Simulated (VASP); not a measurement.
Crystal: C.

```
C
1.0
     1.22805   -2.12706    0.00000
     1.22805    2.12706    0.00000
     0.00000    0.00000    7.17327
C
4
Cartesian
  1.2280 1.7724 5.4025
  1.2280 -0.3547 1.7708
  1.2280 -1.7724 1.7708
  1.2280 0.3547 5.4025
```

```yaml
Program: VASP 6.6.1
Task: relaxation of cell and atoms
Functional: PBEsol
Dispersion: D3(BJ)
Potentials_or_basis: VASP PAW PBE potentials, release 64 (C)
Cutoff: 600 eV
k_mesh: 12 × 12 × 4
Occupations: gaussian, width 0.15 eV
Spin: no spin polarisation
```

At the start: pressure 0.5 GPa; volume 9.37 Å³/atom.

Problem. How do energy, volume and symmetry change on relaxing?

Solution. Over 37 steps the energy falls by 6.4 meV/atom and the volume is 8.60 Å³/atom (-8.2 %); space group Fmmm (No. 69, to 0.1 Å) before and after.

The path:
| step | energy change (eV) | largest force (eV/Å) | pressure (GPa) | volume (Å³) |
| --- | --- | --- | --- | --- |
| 1 | 0.0000 | 0.0240 | 0.51 | 37.48 |
| 2 | 0.0005 | 0.0909 | -3.46 | 37.63 |
| 3 | -0.0016 | 0.0311 | -1.38 | 37.55 |
| 4 | -0.0050 | 0.0452 | -1.47 | 37.27 |
| 5 | -0.0126 | 0.2756 | -1.70 | 36.41 |
| 6 | -0.0110 | 0.7543 | -1.91 | 34.71 |
| 7 | -0.0150 | 0.4528 | -1.85 | 35.77 |
| 8 | -0.0156 | 0.4374 | -1.77 | 35.73 |
| 9 | -0.0173 | 0.3924 | -1.68 | 35.58 |
| 10 | -0.0203 | 0.3025 | -1.42 | 35.29 |
| 11 | -0.0240 | 0.1240 | -0.86 | 34.72 |
| 12 | -0.0209 | 0.2343 | 0.48 | 33.58 |
| 13 | -0.0247 | 0.0274 | -0.52 | 34.40 |
| 14 | -0.0247 | 0.0183 | -0.46 | 34.36 |
| 15 | -0.0249 | 0.0167 | -0.39 | 34.38 |
| 16 | -0.0252 | 0.0134 | -0.10 | 34.43 |
| 17 | -0.0250 | 0.0175 | 0.51 | 34.52 |
| 18 | -0.0253 | 0.0131 | 0.10 | 34.46 |
| 19 | -0.0253 | 0.0132 | 0.11 | 34.46 |
| 20 | -0.0253 | 0.0132 | 0.08 | 34.46 |
| 21 | -0.0253 | 0.0131 | 0.05 | 34.46 |
| 22 | -0.0253 | 0.0127 | -0.10 | 34.47 |
| 23 | -0.0253 | 0.0129 | -0.09 | 34.47 |
| 24 | -0.0253 | 0.0114 | -0.05 | 34.47 |
| 25 | -0.0254 | 0.0118 | 0.04 | 34.46 |
| 26 | -0.0255 | 0.0130 | 0.21 | 34.44 |
| 27 | -0.0255 | 0.0221 | 0.56 | 34.40 |
| 28 | -0.0255 | 0.0164 | 0.35 | 34.42 |
| 29 | -0.0255 | 0.0158 | 0.34 | 34.42 |
| 30 | -0.0255 | 0.0135 | 0.33 | 34.42 |
| 31 | -0.0255 | 0.0098 | 0.31 | 34.42 |
| 32 | -0.0256 | 0.0065 | 0.25 | 34.42 |
| 33 | -0.0257 | 0.0201 | 0.15 | 34.42 |
| 34 | -0.0257 | 0.0553 | -0.05 | 34.41 |
| 35 | -0.0257 | 0.0364 | 0.05 | 34.42 |
| 36 | -0.0257 | 0.0138 | -0.01 | 34.42 |
| 37 | -0.0258 | 0.0020 | -0.05 | 34.42 |

Final structure:
```cif
data_structure
_symmetry_space_group_name_H-M 'P 1'
_symmetry_Int_Tables_number 1
_cell_length_a 2.4588
_cell_length_b 2.4588
_cell_length_c 6.5717
_cell_angle_alpha 90.000
_cell_angle_beta 90.000
_cell_angle_gamma 119.966
_cell_volume 34.42
loop_
_atom_site_label
_atom_site_type_symbol
_atom_site_fract_x
_atom_site_fract_y
_atom_site_fract_z
_atom_site_occupancy
C1 C 0.08330 0.91670 0.75012 1
C2 C 0.58330 0.41670 0.24988 1
C3 C 0.91670 0.08330 0.24988 1
C4 C 0.41670 0.58330 0.75012 1
```

Caveat: the PAW data sets were made with another functional, which shifts forces and pressure a little.
